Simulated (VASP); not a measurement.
Here is a VASP 6.6.1 calculation.

Contents of INCAR:

```
SYSTEM = Co
PREC = Accurate
ENCUT = 520
EDIFF = 1E-6
ISMEAR = -1
SIGMA = 0.1
LREAL = .FALSE.
LASPH = .TRUE.
NELM = 150
ALGO = Normal
ISIF = 2
LWAVE = .FALSE.
LCHARG = .TRUE.
ISPIN = 2
MAGMOM = 3 3
LORBIT = 11
LMAXMIX = 4
GGA = PE
LELF = .TRUE.
LVHAR = .TRUE.
NBANDS = 20
```

Contents of KPOINTS:

```
regular mesh
0
G
  11 11 6
  0 0 0
```

File POSCAR:

```
Co
1.0
    2.5053999800      0.0000000000      0.0000000000
   -1.2526999900      2.1697400300      0.0000000000
    0.0000000000      0.0000000000      4.0893000000
Co
2
Direct
    0.3333333300      0.6666666700      0.2500000000
    0.6666666700      0.3333333300      0.7500000000
```

Potentials or basis: VASP PAW PBE potentials, release 64 (Co).

Command:

```console
$ cat potpaw_PBE.64/Co/POTCAR > POTCAR
$ mpirun -np 1 vasp_std > vasp.out
```

Task: Estimate the site moments.

Result: Co +1.61 μB.

Task: What does it give for the net moment?

Result: 3.17 μB per cell.

Task: What does it give for the pressure?

Result: -5.8 GPa.

Stress tensor (GPa, compression positive):
```
-5.15  0.00  0.00
 0.00 -5.15  0.00
 0.00  0.00 -6.99
```

Caveat: the cell stands under tension.
